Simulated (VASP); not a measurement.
# TePb (Fm-3m) in VASP: notebook, part 2 of 2

VASP 6.6.1.

### Step 3. Single point, PBE (volume scaled by 0.91)

Input file INCAR:

```
ALGO     = Normal         # electronic algorithm
EDIFF    = 1E-6           # SCF threshold, eV
ENCUT    = 500            # plane-wave cutoff, eV
GGA      = PE             # functional
GGA_COMPAT= F            
ISIF     = 2              # what is computed and relaxed
ISMEAR   = 0              # smearing method
LASPH    = T              # aspherical terms in the spheres
LCHARG   = F              # write CHGCAR
LREAL    = F              # projectors in reciprocal space
LWAVE    = F              # write WAVECAR
NBANDS   = 17             # bands
NELM     = 120            # most SCF steps
PREC     = Accurate       # precision mode
SIGMA    = 0.02           # smearing width, eV
```

Input file KPOINTS:

```
k-points
0
Gamma
  8 8 8
```

Input file POSCAR:

```
TePb
1.0
    0.0000000000      3.1843544591      3.1843544591
    3.1843544591      0.0000000000      3.1843544591
    3.1843544591      3.1843544591      0.0000000000
Te Pb
1 1
Direct
    0.5000000000      0.5000000000      0.5000000000
    0.0000000000      0.0000000000      0.0000000000
```

Potentials or basis: VASP PAW PBE potentials, release 64 (Te, Pb_d).

Started as:

```bash
$ cat potpaw_PBE.64/Te/POTCAR potpaw_PBE.64/Pb_d/POTCAR > POTCAR
$ mpirun -np 1 vasp_std > vasp.out
```

OUTCAR:

```text
EDIFF = 1E-6
   ENCUT = 500
   GGA = PE
   ISIF = 2
   ISMEAR = 0
   LASPH = T
   LREAL = F
   NELM = 120
   PREC = Accurate

 ion  position               nearest neighbor table
   1  0.500  0.500  0.500-   2 3.18   2 3.18   2 3.18   2 3.18   2 3.18   2 3.18
   2  0.000  0.000  0.000-   1 3.18   1 3.18   1 3.18   1 3.18   1 3.18   1 3.18

  LATTYP: Found a face centered cubic cell.
 ALAT       =     6.3687089182

  Lattice vectors:

 A1 = (   0.0000000000,   3.1843544591,   3.1843544591)
 A2 = (   3.1843544591,   0.0000000000,   3.1843544591)
 A3 = (   3.1843544591,   3.1843544591,   0.0000000000)

Analysis of symmetry for initial positions (statically):
=====================================================================
 Subroutine PRICEL returns:
 Original cell was already a primitive cell.

 Routine SETGRP: Setting up the symmetry group for a
 face centered cubic supercell.

 Subroutine GETGRP returns: Found 48 space group operations
 (whereof 48 operations were pure point group operations)
 out of a pool of 48 trial point group operations.

The static configuration has the point symmetry O_h .

Analysis of symmetry for dynamics (positions and initial velocities):
=====================================================================
 Subroutine PRICEL returns:
 Original cell was already a primitive cell.

 Routine SETGRP: Setting up the symmetry group for a
 face centered cubic supercell.

 Subroutine GETGRP returns: Found 48 space group operations
 (whereof 48 operations were pure point group operations)
 out of a pool of 48 trial point group operations.

The dynamic configuration has the point symmetry O_h .

 Subroutine INISYM returns: Found 48 space group operations
 (whereof 48 operations are pure point group operations),
 and found     1 'primitive' translations

----------------------------------------------------------------------------------------

                                     Primitive cell

  volume of cell :      64.5794

  direct lattice vectors                    reciprocal lattice vectors
     0.000000000  3.184354459  3.184354459    -0.157017696  0.157017696  0.157017696
     3.184354459  0.000000000  3.184354459     0.157017696 -0.157017696  0.157017696
     3.184354459  3.184354459  0.000000000     0.157017696  0.157017696 -0.157017696

  length of vectors
     4.503357263  4.503357263  4.503357263     0.271962627  0.271962627  0.271962627

  position of ions in fractional coordinates (direct lattice)
     0.500000000  0.500000000  0.500000000
     0.000000000  0.000000000  0.000000000

  ion indices of the primitive-cell ions
   primitive index   ion index
                 1           1
                 2           2

----------------------------------------------------------------------------------------

 KPOINTS: k-points

Automatic generation of k-mesh.
 Grid dimensions read from file:
 generate k-points for:    8    8    8

 Generating k-lattice:

  Cartesian coordinates                     Fractional coordinates (reciprocal lattice)
    -0.019627212  0.019627212  0.019627212     0.125000000  0.000000000  0.000000000
     0.019627212 -0.019627212  0.019627212     0.000000000  0.125000000  0.000000000
     0.019627212  0.019627212 -0.019627212     0.000000000  0.000000000  0.125000000

  Length of vectors
     0.033995328  0.033995328  0.033995328

  Shift w.r.t. Gamma in fractional coordinates (k-lattice)
     0.000000000  0.000000000  0.000000000

 Subroutine IBZKPT returns following result:
 ===========================================

 Found     29 irreducible k-points:

 Following reciprocal coordinates:
            Coordinates               Weight
  0.000000  0.000000  0.000000      1.000000
  0.125000  0.000000  0.000000      8.000000
  0.250000  0.000000  0.000000      8.000000
  0.375000  0.000000  0.000000      8.000000
  0.500000  0.000000  0.000000      4.000000
  0.125000  0.125000  0.000000      6.000000
[... 16 lines left out ...]
  0.500000  0.250000  0.125000     48.000000
 -0.375000  0.250000  0.125000     24.000000
 [... further k-points ...]
   k-points           NKPTS =     29   k-points in BZ     NKDIM =     29   number of bands    NBANDS=     17
   number of dos      NEDOS =    301   number of ions     NIONS =      2
   total plane-waves  NPLWV =  46656
   dimension x,y,z NGX =    36 NGY =   36 NGZ =   36
   dimension x,y,z NGXF=    72 NGYF=   72 NGZF=   72
   ions per type =               1   1
   NGX,Y,Z   is equivalent  to a cutoff of  13.29, 13.29, 13.29 a.u.
   NGXF,Y,Z  is equivalent  to a cutoff of  26.58, 26.58, 26.58 a.u.
 SYSTEM =  unknown system
   PREC   = accura    normal or accurate (medium, high low for compatibility)
   ISTART =      0    job   : 0-new  1-cont  2-samecut
   ICHARG =      2    charge: 1-file 2-atom 10-const
   ISPIN  =      1    spin polarized calculation?
   LNONCOLLINEAR =      F non collinear calculations
   LSORBIT =      F    spin-orbit coupling
   LASPH  =      T    aspherical Exc in radial PAW
   ENCUT  =  500.0 eV  36.75 Ry    6.06 a.u.   8.21  8.21  8.21*2*pi/ulx,y,z
   NELM   =    120;   NELMIN=  2; NELMDL= -5     # of ELM steps
   EDIFF  = 0.1E-05   stopping-criterion for ELM
   LREAL  =      F    real-space projection
[... 7 lines left out ...]
   TEBEG  =    0.0;   TEEND  =   0.0 temperature during run
   PSTRESS=    0.0 pullay stress
   NELECT =      20.0000    total number of electrons
   NUPDOWN=      -1.0000    fix difference up-down
   EMIN   =  10.00;   EMAX   =-10.00  energy-range for DOS
   EFERMI =   0.00;   METHOD = LEGACY
   ISMEAR =     0;   SIGMA  =   0.02  broadening in eV -4-tet -1-fermi 0-gaus
   EFERMI_NEDOS =   21; number of points for ismear=-14 and -15
   IALGO  =     38    algorithm
   IMIX   =      4    mixing-type and parameters
     AMIX     =   0.40;   BMIX     =  1.00
     AMIX_MAG =   1.60;   BMIX_MAG =  1.00
  volume/ion in A,a.u.               =      32.29       217.90
  Fermi-wavevector in a.u.,A,eV,Ry     =   1.107610  2.093079 16.691618  1.226799
  Thomas-Fermi vector in A             =   2.244126
   LORBIT       =      0    0 simple, 1 ext, 2 COOP (PROOUT), +10 PAW based schemes
   GGA     = PE    functional components
   LHFCALC =     F    Hartree Fock is set to
   AEXX    =    0.0000 exact exchange contribution
   IVDW    =     0    specifies the selected vdW correction
   LEPSILON=     F    determine dielectric tensor
   LRPA    =     F    only Hartree local field effects (RPA)
 non-spin polarized calculation
 Gauss-broadening in eV      SIGMA  =   0.02
  energy-cutoff  :      500.00
  volume of cell :       64.58
 maximum number of plane-waves:      1676
 NGX is ok and might be reduce to    36
   NGX = 17   NGY = 17   NGZ = 17

 number of electron      19.9999999 magnetization

 Free energy of the ion-electron system (eV)
  ---------------------------------------------------
  ext. energy  EPLUGINS =         0.00000000
  ---------------------------------------------------
  free energy    TOTEN  =        -7.44305698 eV

  energy without entropy =       -7.44305698  energy(sigma->0) =       -7.44305698

 E-fermi :   6.3176     XC(G=0):  -9.4984

 val. band max:        6.2181227923   @ k =   0.5000   0.0000   0.0000
 cond. band min:       6.8537594618   @ k =   0.5000   0.0000   0.0000
 fundamental gap:      0.6356366695
 Fermi energy:         6.3175682105

 k-point     1 :       0.0000    0.0000    0.0000
  band No.  band energies     occupation
      1     -10.5971      2.00000
      2     -10.5971      2.00000
      3     -10.5843      2.00000
      4     -10.5843      2.00000
      5     -10.5843      2.00000
      6      -6.1904      2.00000
[... 9 lines left out ...]
     16      11.8941      0.00000
     17      13.4017      0.00000

 k-point     2 :       0.1250    0.0000    0.0000
  band No.  band energies     occupation
      1     -10.5994      2.00000
      2     -10.5994      2.00000
      3     -10.5839      2.00000
      4     -10.5817      2.00000
      5     -10.5817      2.00000
      6      -6.0479      2.00000
[... 9 lines left out ...]
     16      12.1992      0.00000
     17      14.5448      0.00000
[... 421 lines left out ...]
 k-point    24 :      -0.3750    0.2500    0.1250
  band No.  band energies     occupation
      1     -10.6337      2.00000
      2     -10.6070      2.00000
      3     -10.5773      2.00000
      4     -10.5703      2.00000
      5     -10.5605      2.00000
      6      -4.4173      2.00000
[... 9 lines left out ...]
     16      16.0246      0.00000
     17      16.3550      0.00000

 [... further k-points ...]
[... 5 lines left out ...]
  --------------------------------------------------------------------------------------
  -------------------------------------------------------------------------------------
  Total        1.7652529      1.7652529      1.7652529      0.0000000      0.0000000     -0.0000000
  in kB       43.7948759     43.7948759     43.7948759      0.0000000      0.0000000     -0.0000000
  external PRESSURE =      43.7948759 kB  Pullay stress =       0.0000000 kB

 VOLUME and BASIS-vectors are now :
 -----------------------------------------------------------------------------
  energy-cutoff  :      500.00
  volume of cell :       64.58
      direct lattice vectors                 reciprocal lattice vectors
     0.000000000  3.184354459  3.184354459    -0.157017696  0.157017696  0.157017696
     3.184354459  0.000000000  3.184354459     0.157017696 -0.157017696  0.157017696
     3.184354459  3.184354459  0.000000000     0.157017696  0.157017696 -0.157017696

 POSITION                                       TOTAL-FORCE (eV/Angst)
 -----------------------------------------------------------------------------------
      3.18435      3.18435      3.18435        -0.000000     -0.000000     -0.000000
      0.00000      0.00000      0.00000         0.000000      0.000000      0.000000
 -----------------------------------------------------------------------------------
    total drift:                               -0.000000      0.000000      0.000000

  FREE ENERGIE OF THE ION-ELECTRON SYSTEM (eV)
  ---------------------------------------------------
  free  energy   TOTEN  =        -7.4430569788 eV

  energy  without entropy=       -7.4430569788  energy(sigma->0) =       -7.44305698
```

Wall time 23 s (1 thread of Intel Xeon Platinum 8488C (Sapphire Rapids), shared host); peak memory 0.21 GiB.

What came out:

| Quantity | Value |
| --- | --- |
| Free energy | -7.4431 eV |
| Pressure | 4.4 GPa |
| Band gap on the k mesh | 0.64 eV, direct |

Caveat: spin-orbit coupling is left out, which moves the levels of the heavy elements. A k mesh can miss the band edges.

### Step 4. Single point, PBE (volume scaled by 0.94)

Input file INCAR:

```
SYSTEM = TePb
ALGO = Normal
EDIFF = 1E-6
ENCUT = 500
GGA = PE
GGA_COMPAT = .FALSE.
ISIF = 2
ISMEAR = 0
LASPH = .TRUE.
LCHARG = .FALSE.
LREAL = .FALSE.
LWAVE = .FALSE.
NBANDS = 17
NELM = 120
PREC = Accurate
SIGMA = 0.02
```

Input file KPOINTS:

```
k-points
0
G
  8 8 8
  0 0 0
```

Input file POSCAR:

```
TePb
1.0
    0.0000000000      3.2189697194      3.2189697194
    3.2189697194      0.0000000000      3.2189697194
    3.2189697194      3.2189697194      0.0000000000
Te Pb
1 1
Direct
    0.5000000000      0.5000000000      0.5000000000
    0.0000000000      0.0000000000      0.0000000000
```

Started as:

```bash
$ cat potpaw_PBE.64/Te/POTCAR potpaw_PBE.64/Pb_d/POTCAR > POTCAR
$ mpirun -np 1 vasp_std > vasp.out
```

It took 25 s on 1 thread of Intel Xeon Platinum 8488C (Sapphire Rapids), shared host; peak memory 0.21 GiB.

The run converged. Its results:

* Free energy: -7.4900 eV
* Pressure: 2.6 GPa
* Band gap on the k mesh: 0.71 eV, direct

Levels at points of the mesh, in eV from the valence-band top:
```tsv
k point	band 8	band 9	band 10	band 11	band 12	band 13
(0.00, 0.00, 0.00)	-1.39	-1.39	-1.39	4.09	4.09	4.09
(0.50, 0.00, 0.00)	-0.93	-0.93	0.00	0.71	1.24	1.24
(0.50, 0.50, 0.00)	-4.59	-2.87	-2.87	3.24	5.51	5.51
```

Caveat: spin-orbit coupling is left out, which moves the levels of the heavy elements.

### Step 5. Single point, PBE (volume scaled by 0.97)

Input file INCAR:

```
SYSTEM = TePb
PREC = Accurate ; ENCUT = 500
EDIFF = 1E-6 ; ISMEAR = 0
SIGMA = 0.02 ; LREAL = .FALSE.
LASPH = .TRUE. ; NELM = 120
ALGO = Normal ; ISIF = 2
LWAVE = .FALSE. ; LCHARG = .TRUE.
GGA = PE ; LELF = .TRUE.
LVHAR = .TRUE. ; NBANDS = 17
GGA_COMPAT = .FALSE.
```

Input file KPOINTS:

```
regular mesh
0
G
  8 8 8
  0 0 0
```

Input file POSCAR:

```
TePb
1.0
    0.0000000000      3.2528561014      3.2528561014
    3.2528561014      0.0000000000      3.2528561014
    3.2528561014      3.2528561014      0.0000000000
Te Pb
1 1
Direct
    0.5000000000      0.5000000000      0.5000000000
    0.0000000000      0.0000000000      0.0000000000
```

Potentials or basis: VASP PAW PBE potentials, release 64 (Te, Pb_d).

Started as:

```bash
$ cat potpaw_PBE.64/Te/POTCAR potpaw_PBE.64/Pb_d/POTCAR > POTCAR
$ mpirun -np 1 vasp_std > vasp.out
```

OUTCAR:

```text
SYSTEM = TePb
   PREC = Accurate
   ENCUT = 500
   EDIFF = 1E-6
   ISMEAR = 0
   LREAL = .FALSE.
   LASPH = .TRUE.
   NELM = 120
   ISIF = 2
   GGA = PE

 ion  position               nearest neighbor table
   1  0.500  0.500  0.500-   2 3.25   2 3.25   2 3.25   2 3.25   2 3.25   2 3.25
   2  0.000  0.000  0.000-   1 3.25   1 3.25   1 3.25   1 3.25   1 3.25   1 3.25

  LATTYP: Found a face centered cubic cell.
 ALAT       =     6.5057122028

  Lattice vectors:

 A1 = (   0.0000000000,   3.2528561014,   3.2528561014)
 A2 = (   3.2528561014,   0.0000000000,   3.2528561014)
 A3 = (   3.2528561014,   3.2528561014,   0.0000000000)
[... 649 lines left out ...]
      5     -11.2975      2.00000
      6      -4.9253      2.00000
[... 9 lines left out ...]
     16      15.1580      0.00000
     17      15.4542      0.00000

 [... further k-points ...]
[... 5 lines left out ...]
  --------------------------------------------------------------------------------------
  -------------------------------------------------------------------------------------
  Total        0.4927860      0.4927860      0.4927860     -0.0000000      0.0000000      0.0000000
  in kB       11.4694977     11.4694977     11.4694977     -0.0000000      0.0000000      0.0000000
  external PRESSURE =      11.4694977 kB  Pullay stress =       0.0000000 kB

 VOLUME and BASIS-vectors are now :
 -----------------------------------------------------------------------------
  energy-cutoff  :      500.00
  volume of cell :       68.84
      direct lattice vectors                 reciprocal lattice vectors
     0.000000000  3.252856101  3.252856101    -0.153711072  0.153711072  0.153711072
     3.252856101  0.000000000  3.252856101     0.153711072 -0.153711072  0.153711072
     3.252856101  3.252856101  0.000000000     0.153711072  0.153711072 -0.153711072

 POSITION                                       TOTAL-FORCE (eV/Angst)
 -----------------------------------------------------------------------------------
      3.25286      3.25286      3.25286         0.000000      0.000000     -0.000000
      0.00000      0.00000      0.00000        -0.000000      0.000000      0.000000
 -----------------------------------------------------------------------------------
    total drift:                               -0.000000      0.000000      0.000000

  FREE ENERGIE OF THE ION-ELECTRON SYSTEM (eV)
  ---------------------------------------------------
  free  energy   TOTEN  =        -7.5155579524 eV

  energy  without entropy=       -7.5155579524  energy(sigma->0) =       -7.51555795
```

OSZICAR:

```text
N       E                     dE             d eps       ncg     rms          rms(c)
DAV:   1     0.146610189440E+03    0.14661E+03   -0.90094E+03   986   0.110E+03
DAV:   2     0.261559437774E+01   -0.14399E+03   -0.13884E+03  1063   0.285E+02
DAV:   3    -0.737365334223E+01   -0.99892E+01   -0.99197E+01  1308   0.819E+01
DAV:   4    -0.763711437295E+01   -0.26346E+00   -0.26333E+00  1274   0.149E+01
DAV:   5    -0.764597641902E+01   -0.88620E-02   -0.88618E-02  1403   0.243E+00    0.318E+00
DAV:   6    -0.751703408354E+01    0.12894E+00   -0.28571E-01  1432   0.367E+00    0.195E+00
DAV:   7    -0.751357076631E+01    0.34633E-02   -0.85521E-02  1162   0.139E+00    0.909E-01
DAV:   8    -0.751568810068E+01   -0.21173E-02   -0.10122E-02  1196   0.102E+00    0.159E-01
DAV:   9    -0.751551403596E+01    0.17406E-03   -0.14952E-03  1495   0.407E-01    0.726E-02
DAV:  10    -0.751555277046E+01   -0.38735E-04   -0.17792E-04  1142   0.999E-02    0.180E-02
DAV:  11    -0.751555832664E+01   -0.55562E-05   -0.45698E-05  1396   0.558E-02    0.175E-02
DAV:  12    -0.751555795241E+01    0.37424E-06   -0.26713E-06  1085   0.890E-03
   1 F= -.75155580E+01 E0= -.75155580E+01  d E =-.206101E-28
```

stdout:

```text
POSCAR found type information on POSCAR TePb
 POSCAR found :  2 types and       2 ions
 scaLAPACK will be used
 LDA part: xc-table for (Slater+PW92), standard interpolation
 POSCAR, INCAR and KPOINTS ok, starting setup
 FFT: planning ... GRIDC
 FFT: planning ... GRID_SOFT
 FFT: planning ... GRID
 WAVECAR not read
 entering main loop
```

Wall time 26 s (1 thread of Intel Xeon Platinum 8488C (Sapphire Rapids), shared host); peak memory 0.21 GiB.

Results:

* Free energy: -7.5156 eV
* Pressure: 1.1 GPa
* Band gap on the k mesh: 0.78 eV, direct

Caveat: spin-orbit coupling is left out, which moves the levels of the heavy elements. A k mesh can miss the band edges.

### Step 6. The runs side by side

```csv
cell,gap on the mesh (eV),pressure (GPa)
"a = 4.453 Å, angles 60.0°, 2 atoms",0.55,6.4
"a = 4.503 Å, angles 60.0°, 2 atoms",0.64,4.4
"a = 4.552 Å, angles 60.0°, 2 atoms",0.71,2.6
"a = 4.600 Å, angles 60.0°, 2 atoms",0.78,1.1
```

Alike in all rows: task single point; level PBE; potentials or basis VASP PAW PBE potentials, release 64 (Te, Pb_d); no spin polarisation; k mesh 8 × 8 × 8; cutoff (eV) 500; smearing gaussian 0.02 eV.

Caveats: spin-orbit coupling is left out, which moves the levels of the heavy elements.

Total energies depend on the potentials used, so only differences within one code and one set of settings carry meaning.
